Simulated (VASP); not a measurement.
Runs of VASP 6.6.1 on BP. The structure is that of space group F-43m (No. 216), or close to it. The cells are those of the table. 

```csv
cell,gap on the mesh (eV),pressure (GPa)
"a = 3.134 Å, angles 60.0°, 2 atoms",1.91,(a)
"a = 3.231 Å, angles 60.0°, 2 atoms",2.10,-5.4
"a = 3.167 Å, angles 60.0°, 2 atoms",1.98,5.0
"a = 3.262 Å, angles 60.0°, 2 atoms",(b),-9.6
```

Alike in all rows: task single point; level HSE06; potentials or basis VASP PAW PBE potentials, release 64 (B, P); no spin polarisation; k mesh 6 × 6 × 6; cutoff (eV) 520; smearing gaussian 0.02 eV.

**Question.** Estimate the missing entries.

**Answer.** (a) 11.4; (b) 2.16.

Caveats: the PAW data sets were made with another functional, which shifts forces and pressure a little; the cell stands under pressure (at least some runs); the cell stands under tension (at least some runs).

A k mesh can miss the band edges.
